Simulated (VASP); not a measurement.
# W8S15 (a cell with a defect) in VASP: further runs

W8S15 (a cell with a defect) is run at these levels: PBEsol; tasks: single point.

All numbers are computed with VASP 6.6.1; they aren't measurements. Logs are shortened: lines on timing, memory, paths and dates and some standing lists are left out, and cuts for length are marked.

**1. The cell of the first run**

The cell holds a defect, 23 atoms: a = 6.306 Å, b = 6.306 Å, c = 12.323 Å, α = 90.00°, β = 90.00°, γ = 120.00°.

**2. Single point, PBEsol, collinear spin**

Contents of INCAR:

```
PREC = Accurate ; ENCUT = 350
EDIFF = 1E-5 ; ISMEAR = 0
SIGMA = 0.03 ; LREAL = Auto
LASPH = True ; NELM = 120
ALGO = Normal ; ISIF = 2
LWAVE = False ; LCHARG = False
ISPIN = 2 ; MAGMOM = 0 0 0 0 1 1 1 0 0 0 0 0 0 0 0 0 0 0 0 0 0 0 0
LORBIT = 11 ; NUPDOWN = 3
LMAXMIX = 4 ; GGA = PS
NBANDS = 122 ; NELECT = 203.0
ISYM = 0 ; KPAR = 4
```

Contents of KPOINTS:

```
Automatic mesh
0
Gamma
  4 4 2
```

Contents of POSCAR:

```
W8S15                                   
1.0
    6.3064000000      0.0000000000      0.0000000000
   -3.1532000000      5.4615026064      0.0000000000
    0.0000000000      0.0000000000     12.3230000000
  W               S             
     8    15
Direct
     0.1658915479404185    0.3329142294068497    0.2501673716656141
     0.1632905188394831    0.8314537808029491    0.2505477360184241
     0.6667537404982316    0.3351897470361300    0.2506463408431440
     0.6671305531384129    0.8318245467260758    0.2506274989989548
     0.3329190373170652    0.1657553484555188    0.7515429065886876
     0.3331869797724594    0.6687572997296664    0.7515870576458396
     0.8307327623396757    0.1656347363152204    0.7516125761164321
     0.8323082977764743    0.6668559660993343    0.7508434462889227
     0.1657632981175212    0.8334911565075918    0.6234490506398375
     0.6654770392340266    0.3330407900764021    0.6236363250656728
     0.6655692786176666    0.8335389009968778    0.6234891175400554
     0.3328063623407955    0.1657043596978165    0.1235221425384370
     0.3330621029448252    0.6669965122627124    0.1234960091803891
     0.8316365550537976    0.1660212301000560    0.1236134399841247
     0.8322245107962026    0.6661223923953459    0.1230343577819980
     0.1657361202885041    0.3336228310378676    0.8743823034863669
     0.1666171298373816    0.8340361910979474    0.8780009633686688
     0.6649706439498787    0.3322393452921747    0.8778320031836909
     0.6652114448867131    0.8340545391034857    0.8779794329307964
     0.3323180223767516    0.1656405052871318    0.3773523708337730
     0.3327252218446770    0.6666132481314357    0.3773691364172266
     0.8322111121052309    0.1662454178040865    0.3774643102890941
     0.8325247199837940    0.6662299256373163    0.3785491025938527
```

Potentials or basis: VASP PAW PBE potentials, release 64 (W_sv, S).

Launch:

```console
> cat potpaw_PBE.64/W_sv/POTCAR potpaw_PBE.64/S/POTCAR > POTCAR
> mpirun -np 4 vasp_std > vasp.out
```

OUTCAR:

```text
PREC = Accurate
   ENCUT = 350
   EDIFF = 1E-5
   ISMEAR = 0
   LREAL = Auto
   LASPH = True
   NELM = 120
   ISIF = 2
   ISPIN = 2
   LORBIT = 11
   NUPDOWN = 3
   GGA = PS
   NELECT = 203.0
   ISYM = 0

 ion  position               nearest neighbor table
   1  0.166  0.333  0.250-  14 2.40  12 2.40  13 2.40  20 2.40  21 2.40  22 2.40   3 3.15   2 3.15
                             4 3.15   4 3.15   2 3.15   3 3.15
   2  0.163  0.831  0.251-  15 2.40  23 2.40  20 2.40  21 2.40  12 2.40  13 2.40   4 3.13   3 3.13
                             1 3.15   1 3.15   3 3.18   4 3.18
   3  0.667  0.335  0.251-  15 2.40  23 2.40  20 2.40  22 2.40  14 2.40  12 2.40   2 3.13   4 3.13
                             1 3.15   1 3.15   4 3.18   2 3.18
   4  0.667  0.832  0.251-  15 2.40  23 2.40  21 2.40  22 2.40  14 2.40  13 2.40   2 3.13   3 3.13
                             1 3.15   1 3.15   3 3.18   2 3.18
   5  0.333  0.166  0.752-  16 2.37  17 2.39  18 2.39  10 2.40   9 2.41   6 3.14   7 3.14   8 3.15
                             8 3.15   7 3.17   6 3.17
   6  0.333  0.669  0.752-  16 2.37  17 2.39  19 2.39   9 2.41  11 2.41   5 3.14   7 3.14   8 3.15
                             8 3.15   7 3.17   5 3.17
   7  0.831  0.166  0.752-  16 2.37  19 2.39  18 2.39  11 2.40  10 2.41   6 3.14   5 3.14   8 3.15
                             8 3.16   5 3.17   6 3.17
   8  0.832  0.667  0.751-  11 2.40  10 2.40   9 2.40  19 2.41  18 2.41  17 2.41   7 3.15   5 3.15
                             6 3.15   6 3.15   5 3.15   7 3.16
   9  0.166  0.833  0.623-   8 2.40   6 2.41   5 2.41
  10  0.665  0.333  0.624-   8 2.40   5 2.40   7 2.41
  11  0.666  0.834  0.623-   8 2.40   7 2.40   6 2.41
  12  0.333  0.166  0.124-   1 2.40   3 2.40   2 2.40
  13  0.333  0.667  0.123-   1 2.40   4 2.40   2 2.40
  14  0.832  0.166  0.124-   1 2.40   3 2.40   4 2.40
  15  0.832  0.666  0.123-   4 2.40   2 2.40   3 2.40
  16  0.166  0.334  0.874-   7 2.37   5 2.37   6 2.37
  17  0.167  0.834  0.878-   5 2.39   6 2.39   8 2.41
  18  0.665  0.332  0.878-   5 2.39   7 2.39   8 2.41
  19  0.665  0.834  0.878-   7 2.39   6 2.39   8 2.41
  20  0.332  0.166  0.377-   2 2.40   3 2.40   1 2.40
  21  0.333  0.667  0.377-   4 2.40   2 2.40   1 2.40
  22  0.832  0.166  0.377-   3 2.40   4 2.40   1 2.40
  23  0.833  0.666  0.379-   2 2.40   4 2.40   3 2.40

IMPORTANT INFORMATION: All symmetrisations will be switched off!
NOSYMM: (Re-)initialisation of all symmetry stuff for point group C_1.

----------------------------------------------------------------------------------------

                                     Primitive cell

  volume of cell :     424.4339

  direct lattice vectors                    reciprocal lattice vectors
     6.306400000  0.000000000  0.000000000     0.158569073  0.091549897  0.000000000
[... 169 lines left out ...]

  energy without entropy =     -185.57430994  energy(sigma->0) =     -185.57662851

 E-fermi :   6.7478     XC(G=0): -10.9317

 val. band max:        8.0929409135   @ k =  -0.2500   0.5000   0.5000
 cond. band min:       6.7481017905   @ k =   0.5000  -0.0000   0.0000
 fundamental gap:     -1.3448391230
 Fermi energy:         8.0931256929

 spin component 1

 k-point     1 :       0.0000    0.0000    0.0000
  band No.  band energies     occupation
      1     -67.8291      1.00000
      2     -67.8121      1.00000
      3     -67.8120      1.00000
      4     -67.7958      1.00000
      5     -67.2678      1.00000
      6     -67.0672      1.00000
[... 2309 lines left out ...]
    112       9.0234      0.00000
    113       9.0364      0.00000
 Fermi energy:         6.7477774829

 spin component 2

 k-point     1 :       0.0000    0.0000    0.0000
  band No.  band energies     occupation
      1     -67.8121      1.00000
      2     -67.7958      1.00000
      3     -67.7957      1.00000
      4     -67.7667      1.00000
      5     -67.2703      1.00000
      6     -66.8205      1.00000
[... 2309 lines left out ...]
    112       9.0968      0.00000
    113       9.1767      0.00000
 [bands above 113 left out]

------------------------ aborting loop because EDIFF is reached ----------------------------------------

  FORCE on cell =-STRESS in cart. coord.  units (eV):
  Direction    XX          YY          ZZ          XY          YZ          ZX
  --------------------------------------------------------------------------------------
  -------------------------------------------------------------------------------------
  Total        6.7480064      6.7699186     13.9431767      0.0007435     -0.0027752     -0.0051050
  in kB       25.4727576     25.5554731     52.6334945      0.0028065     -0.0104760     -0.0192708
  external PRESSURE =      34.5539084 kB  Pullay stress =       0.0000000 kB

 VOLUME and BASIS-vectors are now :
 -----------------------------------------------------------------------------
  energy-cutoff  :      350.00
  volume of cell :      424.43
      direct lattice vectors                 reciprocal lattice vectors
     6.306400000  0.000000000  0.000000000     0.158569073  0.091549897  0.000000000
    -3.153200000  5.461502606  0.000000000     0.000000000  0.183099794  0.000000000
     0.000000000  0.000000000 12.323000000     0.000000000  0.000000000  0.081149071

 POSITION                                       TOTAL-FORCE (eV/Angst)
 -----------------------------------------------------------------------------------
     -0.00357      1.81821      3.08281        -0.008186     -0.004135     -0.003985
     -1.59196      4.54099      3.08750         0.152177      0.093623      0.000140
      3.14790      1.83064      3.08871         0.009512     -0.164679      0.002720
      1.58428      4.54301      3.08848        -0.157005      0.084411      0.005037
      1.57686      0.90527      9.26126         0.016606     -0.001632      0.036058
     -0.00752      3.65242      9.26181         0.009140      0.005618      0.035226
[... 15 lines left out ...]
      4.72405      0.90795      4.65149        -0.001226     -0.005125      0.056845
      3.14948      3.63862      4.66486        -0.006192     -0.003707      0.092905
 -----------------------------------------------------------------------------------
    total drift:                                0.001608      0.002009     -0.010739

  FREE ENERGIE OF THE ION-ELECTRON SYSTEM (eV)
  ---------------------------------------------------
  free  energy   TOTEN  =      -185.5789470755 eV

  energy  without entropy=     -185.5743099397  energy(sigma->0) =     -185.57662851

 total charge

# of ion       s       p       d       tot
------------------------------------------
    1        2.326   6.337   3.441  12.104
    2        2.326   6.338   3.441  12.106
    3        2.326   6.338   3.441  12.106
    4        2.326   6.338   3.441  12.105
    5        2.317   6.299   3.446  12.062
    6        2.317   6.299   3.446  12.062
[... 15 lines left out ...]
   22        1.355   2.354   0.000   3.709
   23        1.356   2.352   0.000   3.708
--------------------------------------------------
tot         38.860  85.956  27.525 152.341

 magnetization (x)

# of ion       s       p       d       tot
------------------------------------------
    1        0.001   0.001   0.060   0.062
    2        0.001   0.000   0.032   0.034
    3        0.001   0.000   0.032   0.034
    4        0.001   0.000   0.033   0.034
    5        0.014   0.024   0.512   0.550
    6        0.014   0.023   0.513   0.551
[... 15 lines left out ...]
   22        0.001   0.005   0.000   0.006
   23        0.002   0.005   0.000   0.007
--------------------------------------------------
tot          0.064   0.275   1.687   2.027
```

Run time: 12 min. Hardware: 4 MPI ranks of Intel Xeon Platinum 8259CL at 2.50GHz (Skylake/Cascade Lake), shared host; peak memory 0.92 GiB.

Results:

- Free energy: -185.5789 eV
- Largest force: 0.179 eV/Å
- Net moment: 3.00 μB per cell
- Site moments: W +0.06, +0.03, +0.55, -0.01 (each value once); S +0.03, +0.01, +0.02 (each value once) μB
- Valence electrons inside the program's atomic spheres: W 12.10, 12.11, 12.06, 12.08 (each value once); S 3.71, 3.72 (each value once)

Forces in eV/Å, atoms in the order of the input:
```
W   -0.008 -0.004 -0.004
W    0.152  0.094  0.000
W    0.010 -0.165  0.003
W   -0.157  0.084  0.005
W    0.017 -0.002  0.036
W    0.009  0.006  0.035
W   -0.033  0.011  0.022
W    0.005 -0.005 -0.066
S    0.017  0.011 -0.013
S    0.004 -0.018 -0.022
S   -0.020  0.007 -0.017
S   -0.019  0.006 -0.062
S   -0.006 -0.015 -0.057
S    0.021  0.004 -0.069
S    0.008 -0.001 -0.108
S    0.005 -0.001 -0.076
S    0.009  0.003  0.027
S    0.006 -0.008  0.039
S   -0.013 -0.005  0.035
S    0.003  0.010  0.074
S    0.001 -0.001  0.068
S   -0.001 -0.005  0.057
S   -0.006 -0.004  0.093
```

Caveat: the cell is charged against a uniform background, so pressure and absolute levels hang on convention; the PAW data sets were made with another functional, which shifts forces and pressure a little; spin-orbit coupling is left out, which moves the levels of the heavy elements; the total moment is fixed, so each spin has its own Fermi level.

**3. Single point, PBEsol, collinear spin**

INCAR: that of step 2 with these lines changed.

```diff
@@ -6,4 +6,4 @@
 LWAVE = False ; LCHARG = False
-ISPIN = 2 ; MAGMOM = 0 0 0 0 1 1 1 0 0 0 0 0 0 0 0 0 0 0 0 0 0 0 0
-LORBIT = 11 ; NUPDOWN = 3
+ISPIN = 2 ; MAGMOM = 0 0 0 0 0.33 0.33 0.33 0 0 0 0 0 0 0 0 0 0 0 0 0 0 0 0
+LORBIT = 11 ; NUPDOWN = 1
 LMAXMIX = 4 ; GGA = PS
```

Contents of KPOINTS:

```
Automatic mesh
0
Gamma
  3 3 2
```

POSCAR is that of step 2.

Potentials or basis: VASP PAW PBE potentials, release 64 (W_sv, S).

Launch:

```console
> cat potpaw_PBE.64/W_sv/POTCAR potpaw_PBE.64/S/POTCAR > POTCAR
> mpirun -np 4 vasp_std > vasp.out
```

Wall time 7.8 min (4 MPI ranks of Intel Xeon Platinum 8259CL at 2.50GHz (Skylake/Cascade Lake), shared host); peak memory 0.67 GiB.

The run converged. Its results:

```
Free energy                                           : -186.7725 eV
Largest force                                         : 0.675 eV/Å
Net moment                                            : 1.00 μB per cell
Site moments                                          : W +0.06, +0.03, +0.20, -0.00 (each value once); S +0.00, -0.00, -0.01 (each value once) μB
Valence electrons inside the program's atomic spheres : W 12.11, 12.04, 12.09 (each value once); S 3.71, 3.72 (each value once)
```

Forces in eV/Å, atoms in the order of the input:
```
W   -0.007 -0.003  0.062
W    0.113  0.070  0.028
W    0.009 -0.119  0.031
W   -0.118  0.062  0.033
W   -0.593  0.321 -0.015
W    0.013 -0.667 -0.006
W    0.573  0.338 -0.033
W    0.005  0.004 -0.366
S   -0.119 -0.067  0.163
S    0.005  0.140  0.146
S    0.114 -0.071  0.160
S   -0.017  0.005 -0.025
S   -0.006 -0.012 -0.020
S    0.019  0.002 -0.032
S    0.008 -0.001 -0.016
S    0.005  0.002  0.131
S    0.175  0.098 -0.083
S    0.006 -0.193 -0.063
S   -0.180  0.091 -0.076
S   -0.015  0.021  0.009
S    0.001 -0.023  0.004
S    0.017  0.005 -0.008
S   -0.006 -0.004 -0.025
```

Caveat: the k points lie up to 0.38 Å⁻¹ apart; the cell is charged against a uniform background, so pressure and absolute levels hang on convention; the PAW data sets were made with another functional, which shifts forces and pressure a little; spin-orbit coupling is left out, which moves the levels of the heavy elements; the total moment is fixed, so each spin has its own Fermi level.
